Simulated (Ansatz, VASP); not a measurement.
## CaO in VASP and in Ansatz

Contents of INCAR:

```
SYSTEM = CaO
ALGO = Normal ; EDIFF = 1E-6
ENCUT = 600 ; GGA = PE
GGA_COMPAT = .False. ; ISIF = 2
ISMEAR = 1 ; LASPH = .True.
LCHARG = .False. ; LREAL = .False.
LWAVE = .False. ; NBANDS = 15
NELM = 120 ; PREC = Accurate
SIGMA = 0.001
```

The input KPOINTS:

```
k-points
0
Gamma
  6 6 6
  0 0 0
```

Contents of POSCAR:

```
CaO
1.0
    0.0000000000      2.3975473901      2.3975473901
    2.3975473901      0.0000000000      2.3975473901
    2.3975473901      2.3975473901      0.0000000000
Ca O
1 1
Direct
    0.0000000000      0.0000000000      0.0000000000
    0.5000000000      0.5000000000      0.5000000000
```

Input for Ansatz:

```yaml
crystal:
  lattice:
    - [0.0, 2.3975473901, 2.3975473901]
    - [2.3975473901, 0.0, 2.3975473901]
    - [2.3975473901, 2.3975473901, 0.0]
  atoms:
    - { symbol: Ca, position: [0.0, 0.0, 0.0] }
    - { symbol: O, position: [0.5, 0.5, 0.5] }
kpoints:
  mp_grid: { grid: [6, 6, 6] }
hamiltonian:
  xc: pbe
scf:
  occupations: { method: cold, width: 0.001 }
  n_extra_bands: 4
output:
  forces: true
  stress: true
  eigenvalues: true
```

Alike in both runs: task single point; functional PBE; k mesh 6 × 6 × 6; no spin polarisation.

|  | VASP | Ansatz |
| --- | --- | --- |
| version | VASP 6.6.1 | Ansatz 0.2.0 |
| potentials or method | VASP PAW PBE potentials, release 64 (Ca_sv, O) | plane waves |
| plane-wave cutoff (eV) | 600 | 420 |
| occupations | methfessel-paxton of order 1, width 0.001 eV | cold, width 0.001 eV |
| valence electrons in the cell | 16 | 16 |

```tsv
	VASP	Ansatz	Ansatz less VASP
gap on the k mesh at the Fermi level (eV)	3.63	3.65	+0.019
pressure (GPa)	2.9	2.5	-0.48
```
